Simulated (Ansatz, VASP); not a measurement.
TaSi2 in VASP and in Ansatz

```
CELL_PARAMETERS angstrom
-1.64526 1.64526 4.09388
1.64526 -1.64526 4.09388
1.64526 1.64526 -4.09388
ATOMIC_POSITIONS crystal
Ta 0.00000 0.00000 0.00000
Si 0.66763 0.66763 0.00000
Si 0.33237 0.33237 0.00000
```

Alike in both runs: functional PBE; k mesh 7 × 7 × 7; occupations gaussian, width 0.2 eV; no spin polarisation.

Ansatz relaxed the structure, and its values are those at the end. VASP's run is a single point on that final structure, the one shown.

```csv
,VASP,Ansatz
version,VASP 6.6.1,Ansatz 0.2.0
potentials or method,"VASP PAW PBE potentials, release 64 (Ta_pv, Si), cutoff 500 eV","scalar-relativistic, plane waves, PAW"
valence electrons in the cell,19,21
```

Ansatz gave:

```
gap on the k mesh at the Fermi level (eV) : none
pressure (GPa)                            : 0.0
rms of the force components (eV/Å)        : 0.010
```

Question: What did VASP give for the same quantities?

Answer: gap on the k mesh at the Fermi level (eV): none; pressure (GPa): 0.1; rms of the force components (eV/Å): 0.012.

A gap of «none» marks a metal or a gap that the smearing closes. With one functional, cell and mesh, what is left measures potentials, basis and numerics. VASP's potentials hold 19 valence electrons a cell and Ansatz's 21, so a difference there can come from the potentials and not from the codes.

The k mesh is coarse, so the values compare programs but aren't converged. Spin-orbit coupling is off throughout.
